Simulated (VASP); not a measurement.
# Zn (P6_3/mmc) in VASP: further runs

Zn is run at these levels: PBEsol; tasks: single point, relaxation of cell and atoms.

Program: VASP 6.6.1. These are calculated values, not measurements. Logs are shortened: lines on timing, memory, paths and dates and some standing lists are left out, and cuts for length are marked.

## 1. The cell of the first run

Symmetry: P6_3/mmc, No. 194, hexagonal system. Conventional cell: a = 2.637 Å, b = 2.637 Å, c = 4.673 Å, α = 90.00°, β = 90.00°, γ = 120.00°. Zn (site symmetry -6m2) has 12 Zn at 2.64 to 2.79 Å within 3.5 Å.

## 2. Single point, PBEsol

INCAR

```
SYSTEM = Zn
PREC     = Accurate       ! precision mode
ENCUT    = 520            ! plane-wave cutoff, eV
EDIFF    = 1E-6           ! SCF threshold, eV
ISMEAR   = -1             ! smearing method
SIGMA    = 0.1            ! smearing width, eV
LREAL    = .False.        ! projectors in reciprocal space
LASPH    = .True.         ! aspherical terms in the spheres
NELM     = 80             ! most SCF steps
ALGO     = Normal         ! electronic algorithm
ISIF     = 2              ! what is computed and relaxed
LWAVE    = .False.        ! write WAVECAR
LCHARG   = .True.         ! write CHGCAR
GGA      = PS             ! functional
LELF     = .True.         ! ELF
LVHAR    = .True.       
NBANDS   = 19             ! bands
```

KPOINTS

```
Automatic mesh
0
Gamma
  9 9 4
  0 0 0
```

POSCAR

```
Zn
1.0
    2.6368965415      0.0000000000      0.0000000000
   -1.3184482707      2.2836193921      0.0000000000
    0.0000000000      0.0000000000      4.6729895007
Zn
2
Direct
    0.3333333333      0.6666666667      0.2500000000
    0.6666666667      0.3333333333      0.7500000000
```

Potentials or basis: VASP PAW PBE potentials, release 64 (Zn).

On the command line:

```bash
$ cat potpaw_PBE.64/Zn/POTCAR > POTCAR
$ mpirun -np 1 vasp_std > vasp.out
```

OUTCAR:

```text
SYSTEM = Zn
   PREC = Accurate
   ENCUT = 520
   EDIFF = 1E-6
   ISMEAR = -1
   LREAL = .False.
   LASPH = .True.
   NELM = 80
   ISIF = 2
   GGA = PS

 ion  position               nearest neighbor table
   1  0.333  0.667  0.250-   2 2.79   2 2.79   2 2.79   2 2.79   2 2.79   2 2.79
   2  0.667  0.333  0.750-   1 2.79   1 2.79   1 2.79   1 2.79   1 2.79   1 2.79

  LATTYP: Found a hexagonal cell.
 ALAT       =     2.6368965415
 C/A-ratio  =     1.7721550418

  Lattice vectors:

 A1 = (   2.6368965415,   0.0000000000,   0.0000000000)
 A2 = (  -1.3184482707,   2.2836193921,   0.0000000000)
 A3 = (   0.0000000000,   0.0000000000,   4.6729895007)

Analysis of symmetry for initial positions (statically):
=====================================================================
 Subroutine PRICEL returns:
 Original cell was already a primitive cell.

 Routine SETGRP: Setting up the symmetry group for a
 hexagonal supercell.

 Subroutine GETGRP returns: Found 24 space group operations
 (whereof 12 operations were pure point group operations)
 out of a pool of 24 trial point group operations.

The static configuration has the point symmetry D_3d.
 The point group associated with its full space group is D_6h.

Analysis of symmetry for dynamics (positions and initial velocities):
=====================================================================
 Subroutine PRICEL returns:
 Original cell was already a primitive cell.

 Routine SETGRP: Setting up the symmetry group for a
 hexagonal supercell.

 Subroutine GETGRP returns: Found 24 space group operations
 (whereof 12 operations were pure point group operations)
 out of a pool of 24 trial point group operations.

The dynamic configuration has the point symmetry D_3d.
 The point group associated with its full space group is D_6h.

 Subroutine INISYM returns: Found 24 space group operations
 (whereof 12 operations are pure point group operations),
 and found     1 'primitive' translations

----------------------------------------------------------------------------------------

                                     Primitive cell

  volume of cell :      28.1392

  direct lattice vectors                    reciprocal lattice vectors
     2.636896542  0.000000000  0.000000000     0.379233688  0.218950672  0.000000000
    -1.318448271  2.283619392  0.000000000     0.000000000  0.437901344  0.000000000
     0.000000000  0.000000000  4.672989501     0.000000000  0.000000000  0.213995773

  length of vectors
     2.636896542  2.636896541  4.672989501     0.437901344  0.437901344  0.213995773

  position of ions in fractional coordinates (direct lattice)
     0.333333333  0.666666667  0.250000000
     0.666666667  0.333333333  0.750000000

  ion indices of the primitive-cell ions
   primitive index   ion index
                 1           1
                 2           2

----------------------------------------------------------------------------------------

 KPOINTS: Automatic mesh

Automatic generation of k-mesh.
 Grid dimensions read from file:
 generate k-points for:    9    9    4

 Generating k-lattice:

  Cartesian coordinates                     Fractional coordinates (reciprocal lattice)
     0.042137076  0.024327852  0.000000000     0.111111111  0.000000000  0.000000000
     0.000000000  0.048655705  0.000000000     0.000000000  0.111111111  0.000000000
     0.000000000  0.000000000  0.053498943     0.000000000  0.000000000  0.250000000

  Length of vectors
     0.048655705  0.048655705  0.053498943

  Shift w.r.t. Gamma in fractional coordinates (k-lattice)
     0.000000000  0.000000000  0.000000000

 Subroutine IBZKPT returns following result:
 ===========================================

 Found     36 irreducible k-points:

 Following reciprocal coordinates:
            Coordinates               Weight
  0.000000  0.000000  0.000000      1.000000
  0.111111  0.000000  0.000000      6.000000
  0.222222  0.000000  0.000000      6.000000
  0.333333  0.000000  0.000000      6.000000
  0.444444  0.000000  0.000000      6.000000
  0.111111  0.111111  0.000000      6.000000
[... 16 lines left out ...]
  0.333333  0.222222  0.250000     24.000000
  0.333333  0.333333  0.250000      4.000000
 [... further k-points ...]
   k-points           NKPTS =     36   k-points in BZ     NKDIM =     36   number of bands    NBANDS=     19
   number of dos      NEDOS =    301   number of ions     NIONS =      2
   total plane-waves  NPLWV =  14400
   dimension x,y,z NGX =    20 NGY =   20 NGZ =   36
   dimension x,y,z NGXF=    40 NGYF=   40 NGZF=   72
   ions per type =               2
   NGX,Y,Z   is equivalent  to a cutoff of  12.61, 12.61, 12.81 a.u.
   NGXF,Y,Z  is equivalent  to a cutoff of  25.22, 25.22, 25.61 a.u.
 SYSTEM =  Zn
   PREC   = accura    normal or accurate (medium, high low for compatibility)
   ISTART =      0    job   : 0-new  1-cont  2-samecut
   ICHARG =      2    charge: 1-file 2-atom 10-const
   ISPIN  =      1    spin polarized calculation?
   LNONCOLLINEAR =      F non collinear calculations
   LSORBIT =      F    spin-orbit coupling
   LASPH  =      T    aspherical Exc in radial PAW
   ENCUT  =  520.0 eV  38.22 Ry    6.18 a.u.   4.90  4.90  8.69*2*pi/ulx,y,z
   NELM   =     80;   NELMIN=  2; NELMDL= -5     # of ELM steps
   EDIFF  = 0.1E-05   stopping-criterion for ELM
   LREAL  =      F    real-space projection
   EDIFFG = 0.1E-04   stopping-criterion for IOM
   NSW    =      0    number of steps for IOM
   IBRION =     -1    ionic relax: 0-MD 1-quasi-New 2-CG
   NFREE  =      0    steps in history (QN), initial steepest desc. (CG)
   ISIF   =      2    stress and relaxation
   ISYM   =      2    0-nonsym 1-usesym 2-fastsym
   POTIM  = 0.5000    time-step for ionic-motion
   TEBEG  =    0.0;   TEEND  =   0.0 temperature during run
   PSTRESS=    0.0 pullay stress
   NELECT =      24.0000    total number of electrons
   NUPDOWN=      -1.0000    fix difference up-down
   EMIN   =  10.00;   EMAX   =-10.00  energy-range for DOS
   EFERMI =   0.00;   METHOD = LEGACY
   ISMEAR =    -1;   SIGMA  =   0.10  broadening in eV -4-tet -1-fermi 0-gaus
   EFERMI_NEDOS =   21; number of points for ismear=-14 and -15
   IALGO  =     38    algorithm
   IMIX   =      4    mixing-type and parameters
     AMIX     =   0.40;   BMIX     =  1.00
     AMIX_MAG =   1.60;   BMIX_MAG =  1.00
  volume/ion in A,a.u.               =      14.07        94.95
  Fermi-wavevector in a.u.,A,eV,Ry     =   1.552535  2.933866 32.795002  2.410365
  Thomas-Fermi vector in A             =   2.656896
   LORBIT       =      0    0 simple, 1 ext, 2 COOP (PROOUT), +10 PAW based schemes
   GGA     = PS    functional components
   LHFCALC =     F    Hartree Fock is set to
   AEXX    =    0.0000 exact exchange contribution
   IVDW    =     0    specifies the selected vdW correction
   LEPSILON=     F    determine dielectric tensor
   LRPA    =     F    only Hartree local field effects (RPA)
 non-spin polarized calculation
  energy-cutoff  :      520.00
  volume of cell :       28.14
 maximum number of plane-waves:       786
 NGX is ok and might be reduce to    20
   NGX =  9   NGY =  9   NGZ = 17

 number of electron      23.9999991 magnetization

 Free energy of the ion-electron system (eV)
  ---------------------------------------------------
  ext. energy  EPLUGINS =         0.00000000
  ---------------------------------------------------
  free energy    TOTEN  =        -3.15360035 eV

  energy without entropy =       -3.13003487  energy(sigma->0) =       -3.14181761

 E-fermi :   3.6270     XC(G=0): -12.1239

 val. band max:        3.5712728135   @ k =   0.3333   0.2222   0.0000
 cond. band min:       3.8173278188   @ k =   0.3333   0.3333   0.2500
 fundamental gap:      0.2460550054
 Fermi energy:         3.6270271887

 k-point     1 :       0.0000    0.0000    0.0000
  band No.  band energies     occupation
      1      -7.5335      2.00000
      2      -5.3486      2.00000
      3      -4.5201      2.00000
      4      -4.3289      2.00000
      5      -4.3289      2.00000
      6      -4.2559      2.00000
[... 11 lines left out ...]
     18      22.7220      0.00000
     19      22.7220      0.00000

 k-point     2 :       0.1111    0.0000    0.0000
  band No.  band energies     occupation
      1      -7.1639      2.00000
      2      -5.1978      2.00000
      3      -4.5082      2.00000
      4      -4.3439      2.00000
      5      -4.2847      2.00000
      6      -4.2384      2.00000
[... 11 lines left out ...]
     18      22.4802      0.00000
     19      23.5977      0.00000

 k-point     3 :       0.2222    0.0000    0.0000
  band No.  band energies     occupation
      1      -6.1401      2.00000
      2      -4.9511      2.00000
      3      -4.4885      2.00000
      4      -4.4063      2.00000
      5      -4.3968      2.00000
      6      -4.1185      2.00000
[... 11 lines left out ...]
     18      19.3131      0.00000
     19      21.4901      0.00000

 k-point     4 :       0.3333    0.0000    0.0000
  band No.  band energies     occupation
      1      -5.2057      2.00000
      2      -4.9987      2.00000
      3      -4.7346      2.00000
      4      -4.3150      2.00000
      5      -4.2020      2.00000
      6      -4.1736      2.00000
[... 11 lines left out ...]
     18      18.3894      0.00000
     19      20.8410      0.00000

 k-point     5 :       0.4444    0.0000    0.0000
  band No.  band energies     occupation
      1      -5.1418      2.00000
      2      -5.0546      2.00000
      3      -4.9033      2.00000
      4      -4.2910      2.00000
      5      -4.2289      2.00000
      6      -4.1872      2.00000
[... 11 lines left out ...]
     18      17.9433      0.00000
     19      19.8640      0.00000

 k-point     6 :       0.1111    0.1111    0.0000
  band No.  band energies     occupation
      1      -6.4572      2.00000
      2      -4.9679      2.00000
      3      -4.5537      2.00000
      4      -4.3526      2.00000
      5      -4.2953      2.00000
      6      -4.2735      2.00000
[... 11 lines left out ...]
     18      20.5823      0.00000
     19      21.5402      0.00000

 k-point     7 :       0.2222    0.1111    0.0000
  band No.  band energies     occupation
      1      -5.3347      2.00000
      2      -4.8486      2.00000
      3      -4.6034      2.00000
      4      -4.5059      2.00000
      5      -4.3671      2.00000
      6      -4.2516      2.00000
[... 11 lines left out ...]
     18      18.7550      0.00000
     19      19.4775      0.00000

 k-point     8 :       0.3333    0.1111    0.0000
  band No.  band energies     occupation
      1      -5.0015      2.00000
      2      -4.9328      2.00000
      3      -4.8225      2.00000
      4      -4.3109      2.00000
      5      -4.2285      2.00000
      6      -4.1902      2.00000
[... 256 lines left out ...]
 k-point    20 :       0.3333    0.1111    0.2500
  band No.  band energies     occupation
      1      -5.0567      2.00000
      2      -4.9430      2.00000
      3      -4.6860      2.00000
      4      -4.6097      2.00000
      5      -4.2423      2.00000
      6      -4.0555      2.00000
[... 11 lines left out ...]
     18      15.4990      0.00000
     19      19.8885      0.00000

 k-point    21 :       0.4444    0.1111    0.2500
  band No.  band energies     occupation
      1      -5.0929      2.00000
      2      -5.0128      2.00000
      3      -4.7183      2.00000
      4      -4.6117      2.00000
      5      -4.2684      2.00000
      6      -3.9710      2.00000
[... 11 lines left out ...]
     18      14.7985      0.00000
     19      20.7881      0.00000

 k-point    22 :       0.2222    0.2222    0.2500
  band No.  band energies     occupation
      1      -4.8198      2.00000
      2      -4.7740      2.00000
      3      -4.6678      2.00000
      4      -4.5375      2.00000
      5      -4.3341      2.00000
      6      -4.2117      2.00000
[... 11 lines left out ...]
     18      17.0210      0.00000
     19      18.7419      0.00000

 k-point    23 :       0.3333    0.2222    0.2500
  band No.  band energies     occupation
      1      -4.8827      2.00000
      2      -4.7401      2.00000
      3      -4.6248      2.00000
      4      -4.5196      2.00000
      5      -4.4132      2.00000
      6      -4.1049      2.00000
[... 11 lines left out ...]
     18      14.5021      0.00000
     19      17.6197      0.00000

 k-point    24 :       0.3333    0.3333    0.2500
  band No.  band energies     occupation
      1      -4.7155      2.00000
      2      -4.6448      2.00000
      3      -4.6448      2.00000
      4      -4.4643      2.00000
      5      -4.3291      2.00000
      6      -4.3291      2.00000
[... 11 lines left out ...]
     18      13.8438      0.00000
     19      15.0050      0.00000

 [... further k-points ...]
[... 5 lines left out ...]
  --------------------------------------------------------------------------------------
  -------------------------------------------------------------------------------------
  Total        0.0949191      0.0949191      0.0718986      0.0000000      0.0000000      0.0000000
  in kB        5.4044641      5.4044641      4.0937315      0.0000000      0.0000000      0.0000000
  external PRESSURE =       4.9675532 kB  Pullay stress =       0.0000000 kB

 VOLUME and BASIS-vectors are now :
 -----------------------------------------------------------------------------
  energy-cutoff  :      520.00
  volume of cell :       28.14
      direct lattice vectors                 reciprocal lattice vectors
     2.636896542  0.000000000  0.000000000     0.379233688  0.218950672  0.000000000
    -1.318448271  2.283619392  0.000000000     0.000000000  0.437901344  0.000000000
     0.000000000  0.000000000  4.672989501     0.000000000  0.000000000  0.213995773

 POSITION                                       TOTAL-FORCE (eV/Angst)
 -----------------------------------------------------------------------------------
     -0.00000      1.52241      1.16825        -0.000000     -0.000000     -0.000000
      1.31845      0.76121      3.50474         0.000000      0.000000      0.000000
 -----------------------------------------------------------------------------------
    total drift:                               -0.000000      0.000000      0.000000

  FREE ENERGIE OF THE ION-ELECTRON SYSTEM (eV)
  ---------------------------------------------------
  free  energy   TOTEN  =        -3.1536003470 eV

  energy  without entropy=       -3.1300348749  energy(sigma->0) =       -3.14181761
```

Wall time 31 s (1 thread of AMD EPYC 7R13, shared host); peak memory 0.11 GiB.

What came out:

| Quantity | Value |
| --- | --- |
| Free energy | -3.1536 eV |
| Pressure | 0.5 GPa |
| Band gap on the k mesh | zero (band 12 reaches 4.32 eV, above the bottom of band 13 at 1.11 eV) |

Levels at points of the mesh, in eV from the Fermi level:
```
           k point  band 9  band 10  band 11  band 12  band 13  band 14  band 15  band 16
(0.00, 0.00, 0.00)   -7.58    -7.28    -7.28    -3.92    -2.51    15.92    17.33    17.33
(0.00, 0.00, 0.50)   -7.40    -7.40    -7.40    -7.40     5.68     5.68    18.83    18.83
```

Caveat: the PAW data sets were made with another functional, which shifts forces and pressure a little.

(Continued in part 2 of 2.)
